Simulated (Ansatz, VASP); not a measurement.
## One calculation of CeO2, two programs

Contents of INCAR:

```
SYSTEM = CeO2
ALGO     = Normal         ! electronic algorithm
EDIFF    = 1E-6           ! SCF threshold, eV
ENCUT    = 520            ! plane-wave cutoff, eV
GGA      = PE             ! functional
ISIF     = 2              ! what is computed and relaxed
ISMEAR   = 0              ! smearing method
LASPH    = .True.         ! aspherical terms in the spheres
LCHARG   = .False.        ! write CHGCAR
LREAL    = .False.        ! projectors in reciprocal space
LWAVE    = .False.        ! write WAVECAR
NBANDS   = 19             ! bands
NELM     = 60             ! most SCF steps
PREC     = Accurate       ! precision mode
SIGMA    = 0.01           ! smearing width, eV
```

The input KPOINTS:

```
k-points
0
Gamma
  6 6 6
  0 0 0
```

The input POSCAR:

```
CeO2
1.0
    0.0000000000      2.7592467989      2.7592467989
    2.7592467989      0.0000000000      2.7592467989
    2.7592467989      2.7592467989      0.0000000000
Ce O
1 2
Direct
    0.0000000000      0.0000000000      0.0000000000
    0.2500000000      0.2500000000      0.2500000000
    0.7500000000      0.7500000000      0.7500000000
```

Input for Ansatz:

```yaml
crystal:
  lattice:
    - [0.0, 2.7592467989, 2.7592467989]
    - [2.7592467989, 0.0, 2.7592467989]
    - [2.7592467989, 2.7592467989, 0.0]
  atoms:
    - { symbol: Ce, position: [0.0, 0.0, 0.0] }
    - { symbol: O, position: [0.25, 0.25, 0.25] }
    - { symbol: O, position: [0.75, 0.75, 0.75] }
kpoints:
  mp_grid: { grid: [6, 6, 6] }
hamiltonian:
  xc: pbe
scf:
  occupations: { method: fixed }
  n_extra_bands: 4
output:
  forces: true
  stress: true
  eigenvalues: true
```

Alike in both runs: task single point; functional PBE; k mesh 6 × 6 × 6; no spin polarisation.

|  | VASP | Ansatz |
| --- | --- | --- |
| version | VASP 6.6.1 | Ansatz 0.2.0 |
| potentials or method | VASP PAW PBE potentials, release 64 (Ce, O) | plane waves, PAW |
| plane-wave cutoff (eV) | 520 | 420 |
| occupations | gaussian, width 0.01 eV | fixed |
| valence electrons in the cell | 24 | 24 |

|  | VASP | Ansatz | Ansatz less VASP |
| --- | --- | --- | --- |
| gap on the k mesh at the Fermi level (eV) | 1.88 | 1.92 | +0.031 |
| pressure (GPa) | -4.9 | -4.8 | +0.06 |

Spin-orbit coupling is off throughout.
